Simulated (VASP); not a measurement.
# Sn (Fd-3m) in VASP: notebook, part 2 of 2

VASP 6.6.1. The steps go on from the part before.

## 5. Single point, revPBE (42.35 Å³/atom)

This run uses another cell than the first one, of 42.35 Å³/atom.

The input, INCAR:

```
PREC     = Accurate       # precision mode
ENCUT    = 520            # plane-wave cutoff, eV
EDIFF    = 1E-6           # SCF threshold, eV
ISMEAR   = -1             # smearing method
SIGMA    = 0.1            # smearing width, eV
LREAL    = False          # projectors in reciprocal space
LASPH    = True           # aspherical terms in the spheres
NELM     = 80             # most SCF steps
ALGO     = Normal         # electronic algorithm
ISIF     = 2              # what is computed and relaxed
LWAVE    = False          # write WAVECAR
LCHARG   = False          # write CHGCAR
GGA      = RE             # functional
NBANDS   = 21             # bands
```

The input, KPOINTS:

```
Automatic mesh
0
Gamma
  13 13 13
```

The input, POSCAR:

```
Sn
1.0
    0.0000000000      3.4856745998      3.4856745998
    3.4856745998      0.0000000000      3.4856745998
    3.4856745998      3.4856745998      0.0000000000
Sn
2
Direct
    0.5000000000      0.5000000000      0.5000000000
    0.7500000000      0.7500000000      0.7500000000
```

Potentials or basis: VASP PAW PBE potentials, release 64 (Sn_d).

On the command line:

```
$ cat potpaw_PBE.64/Sn_d/POTCAR > POTCAR
$ mpirun -np 1 vasp_std > vasp.out
```

OUTCAR:

```text
PREC = Accurate
   ENCUT = 520
   EDIFF = 1E-6
   ISMEAR = -1
   LREAL = False
   LASPH = True
   NELM = 80
   ISIF = 2
   GGA = RE

 ion  position               nearest neighbor table
   1  0.500  0.500  0.500-   2 3.02   2 3.02   2 3.02   2 3.02
   2  0.750  0.750  0.750-   1 3.02   1 3.02   1 3.02   1 3.02

  LATTYP: Found a face centered cubic cell.
 ALAT       =     6.9713491996

  Lattice vectors:

 A1 = (   0.0000000000,   3.4856745998,   3.4856745998)
 A2 = (   3.4856745998,   0.0000000000,   3.4856745998)
 A3 = (   3.4856745998,   3.4856745998,   0.0000000000)

Analysis of symmetry for initial positions (statically):
=====================================================================
 Subroutine PRICEL returns:
 Original cell was already a primitive cell.

 Routine SETGRP: Setting up the symmetry group for a
 face centered cubic supercell.

 Subroutine GETGRP returns: Found 48 space group operations
 (whereof 24 operations were pure point group operations)
 out of a pool of 48 trial point group operations.

The static configuration has the point symmetry T_d .
 The point group associated with its full space group is O_h .

Analysis of symmetry for dynamics (positions and initial velocities):
=====================================================================
 Subroutine PRICEL returns:
 Original cell was already a primitive cell.

 Routine SETGRP: Setting up the symmetry group for a
 face centered cubic supercell.

 Subroutine GETGRP returns: Found 48 space group operations
 (whereof 24 operations were pure point group operations)
 out of a pool of 48 trial point group operations.

The dynamic configuration has the point symmetry T_d .
 The point group associated with its full space group is O_h .

[... 109 lines left out ...]
   NELECT =      28.0000    total number of electrons
   NUPDOWN=      -1.0000    fix difference up-down
   EMIN   =  10.00;   EMAX   =-10.00  energy-range for DOS
   EFERMI =   0.00;   METHOD = LEGACY
   ISMEAR =    -1;   SIGMA  =   0.10  broadening in eV -4-tet -1-fermi 0-gaus
   EFERMI_NEDOS =   21; number of points for ismear=-14 and -15
   IALGO  =     38    algorithm
   IMIX   =      4    mixing-type and parameters
     AMIX     =   0.40;   BMIX     =  1.00
     AMIX_MAG =   1.60;   BMIX_MAG =  1.00
  volume/ion in A,a.u.               =      42.35       285.80
  Fermi-wavevector in a.u.,A,eV,Ry     =   1.131959  2.139092 17.433567  1.281331
  Thomas-Fermi vector in A             =   2.268659
   LORBIT       =      0    0 simple, 1 ext, 2 COOP (PROOUT), +10 PAW based schemes
   GGA     = RE    functional components
   LHFCALC =     F    Hartree Fock is set to
   AEXX    =    0.0000 exact exchange contribution
   IVDW    =     0    specifies the selected vdW correction
   LEPSILON=     F    determine dielectric tensor
   LRPA    =     F    only Hartree local field effects (RPA)
 non-spin polarized calculation
  energy-cutoff  :      520.00
  volume of cell :       84.70
 maximum number of plane-waves:      2301
 NGX is ok and might be reduce to    40
   NGX = 19   NGY = 19   NGZ = 19

 number of electron      27.9999994 magnetization

 Free energy of the ion-electron system (eV)
  ---------------------------------------------------
  ext. energy  EPLUGINS =         0.00000000
  ---------------------------------------------------
  free energy    TOTEN  =        -7.04714928 eV

  energy without entropy =       -7.03687141  energy(sigma->0) =       -7.04201035

 E-fermi :   3.6936     XC(G=0):  -7.8240

 val. band max:        3.6232713753   @ k =   0.3077   0.0000   0.0000
 cond. band min:       3.7013669853   @ k =  -0.0769   0.0769   0.0000
 fundamental gap:      0.0780956100
 Fermi energy:         3.6935686885

 k-point     1 :       0.0000    0.0000    0.0000
  band No.  band energies     occupation
      1     -17.7141      2.00000
      2     -17.7141      2.00000
      3     -17.7141      2.00000
      4     -17.6801      2.00000
      5     -17.6801      2.00000
      6     -17.5150      2.00000
[... 565 lines left out ...]
     20      11.3795      0.00000
     21      12.1130      0.00000

 [... further k-points ...]

------------------------ aborting loop because EDIFF is reached ----------------------------------------

  FORCE on cell =-STRESS in cart. coord.  units (eV):
  Direction    XX          YY          ZZ          XY          YZ          ZX
  --------------------------------------------------------------------------------------
  -------------------------------------------------------------------------------------
  Total       -1.5072951     -1.5072951     -1.5072951      0.0000000     -0.0000000     -0.0000000
  in kB      -28.5113866    -28.5113866    -28.5113866      0.0000000     -0.0000000     -0.0000000
  external PRESSURE =     -28.5113866 kB  Pullay stress =       0.0000000 kB

 VOLUME and BASIS-vectors are now :
 -----------------------------------------------------------------------------
  energy-cutoff  :      520.00
  volume of cell :       84.70
      direct lattice vectors                 reciprocal lattice vectors
     0.000000000  3.485674600  3.485674600    -0.143444256  0.143444256  0.143444256
     3.485674600  0.000000000  3.485674600     0.143444256 -0.143444256  0.143444256
     3.485674600  3.485674600  0.000000000     0.143444256  0.143444256 -0.143444256

 POSITION                                       TOTAL-FORCE (eV/Angst)
 -----------------------------------------------------------------------------------
      3.48567      3.48567      3.48567        -0.000000     -0.000000     -0.000000
      5.22851      5.22851      5.22851         0.000000      0.000000      0.000000
 -----------------------------------------------------------------------------------
    total drift:                               -0.000000     -0.000000      0.000000

  FREE ENERGIE OF THE ION-ELECTRON SYSTEM (eV)
  ---------------------------------------------------
  free  energy   TOTEN  =        -7.0471492805 eV

  energy  without entropy=       -7.0368714117  energy(sigma->0) =       -7.04201035
```

Run time: 1.7 min. Hardware: 1 thread of AMD EPYC 7R13 (Zen 3), shared host; peak memory 0.27 GiB.

What came out:

| Quantity | Value |
| --- | --- |
| Free energy | -7.0471 eV |
| Pressure | -2.9 GPa |
| Band gap on the k mesh | zero (bands 14 and 15 overlap by 0.37 eV) |

Caveat: the PAW data sets were made with another functional, which shifts forces and pressure a little; spin-orbit coupling is left out, which moves the levels of the heavy elements.

## 6. Overview

```csv
cell,gap on the mesh (eV),pressure (GPa)
"a = 4.747 Å, angles 60.0°, 2 atoms",none,0.0
"a = 4.809 Å, angles 60.0°, 2 atoms",none,-1.2
"a = 4.870 Å, angles 60.0°, 2 atoms",none,-2.1
"a = 4.929 Å, angles 60.0°, 2 atoms",none,-2.9
```

Alike in all rows: task single point; level revPBE; potentials or basis VASP PAW PBE potentials, release 64 (Sn_d); no spin polarisation; k mesh 13 × 13 × 13; cutoff (eV) 520; smearing fermi-dirac 0.1 eV.

Caveats: the PAW data sets were made with another functional, which shifts forces and pressure a little; spin-orbit coupling is left out, which moves the levels of the heavy elements.

Absolute energies hang on the potentials; compare differences alone.
